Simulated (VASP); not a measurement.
Input of a VASP 6.6.1 run:

INCAR

```
PREC = Accurate
ENCUT = 910
EDIFF = 1E-7
ISMEAR = -1
SIGMA = 0.05
LREAL = F
LASPH = T
NELM = 120
ALGO = Normal
ISIF = 3
LWAVE = F
LCHARG = F
GGA = PE
IBRION = 2
NSW = 60
EDIFFG = -0.01
GGA_COMPAT = F
NELMIN = 4
```

Contents of KPOINTS:

```
Automatic mesh
0
Gamma
  12 12 3
```

File POSCAR:

```
C
1.0
    2.4561701622      0.0000000000      0.0000000000
   -1.2280850811      2.1271057565      0.0000000000
    0.0000000000      0.0000000000      8.5238033600
C
2
Direct
    0.6666666667      0.3333333333      0.0000000000
    0.3333333333      0.6666666667      0.0000000000
```

Potentials or basis: VASP PAW PBE potentials, release 64 (C_h).

Command:

```bash
$ cat potpaw_PBE.64/C_h/POTCAR > POTCAR
$ mpirun -np 1 vasp_std > vasp.out
```

(1) Predict the relaxed cell.

(2) Predict the band gap on the k mesh.

(3) Predict the space group after relaxing (to 0.05 Å).

## Answers

(1) a = 2.466 Å, b = 2.466 Å, c = 8.248 Å, α = 90.00°, β = 90.00°, γ = 120.00°.

(2) zero (filled and empty bands touch).

(3) P6/mmm (No. 191).
